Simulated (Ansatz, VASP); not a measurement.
**BN in VASP and in Ansatz**

File INCAR:

```
  PREC = Accurate
  ENCUT = 520
  EDIFF = 1E-6
  ISMEAR = 0
  SIGMA = 0.05
  LREAL = F
  LASPH = T
  NELM = 100
  ALGO = Normal
  ISIF = 2
  LWAVE = F
  LCHARG = F
  GGA = PE
  IVDW = 12
  NBANDS = 16
```

The input KPOINTS:

```
regular mesh
0
Gamma
  12 12 4
```

File POSCAR:

```
BN
1.0
    2.5099983704      0.0000000000      0.0000000000
   -1.2549991852      2.1737223522      0.0000000000
    0.0000000000      0.0000000000      6.6900000000
B N
2 2
Direct
    0.0000000000      0.0000000000      0.5000000000
    0.3333333333      0.6666666667      0.0000000000
    0.0000000000      0.0000000000      0.0000000000
    0.6896686844      0.3793373687      0.5000000000
```

Input for Ansatz:

```yaml
crystal:
  lattice:
    - [2.5099983704, 0.0, 0.0]
    - [-1.2549991852, 2.1737223522, 0.0]
    - [0.0, 0.0, 6.69]
  atoms:
    - { symbol: B, position: [0.0, 0.0, 0.5] }
    - { symbol: B, position: [0.3333333333, 0.6666666667, 0.0] }
    - { symbol: "N", position: [0.0, 0.0, 0.0] }
    - { symbol: "N", position: [0.6896686844, 0.3793373687, 0.5] }
basis:
  ecutwfc: 420
kpoints:
  mp_grid: { grid: [12, 12, 4] }
hamiltonian:
  xc: pbe
  dispersion: d3bj
scf:
  occupations: { method: gaussian, width: 0.05 }
output:
  forces: true
  stress: true
  eigenvalues: true
```

Alike in both runs: task single point; functional PBE; dispersion D3(BJ); k mesh 12 × 12 × 4; occupations gaussian, width 0.05 eV; no spin polarisation.

|  | VASP | Ansatz |
| --- | --- | --- |
| version | VASP 6.6.1 | Ansatz 0.2.0 |
| potentials or method | VASP PAW PBE potentials, release 64 (B, N), cutoff 520 eV | scalar-relativistic, plane waves, PAW |
| valence electrons in the cell | 16 | 16 |

VASP gave:

* gap on the k mesh at the Fermi level (eV): 4.06
* least direct gap on the mesh (eV): 4.48
* pressure (GPa): 0.9
* traceless stress, the component that is largest in VASP (GPa): 7.18
* rms of the force components (eV/Å): 1.937

Problem. Estimate Ansatz's values.

Solution. gap on the k mesh at the Fermi level (eV): 4.07; least direct gap on the mesh (eV): 4.49; pressure (GPa): 0.9; traceless stress, the component that is largest in VASP (GPa): 7.09; rms of the force components (eV/Å): 1.942.

Atom by atom the forces differ by 0.005 eV/Å (rms over components).
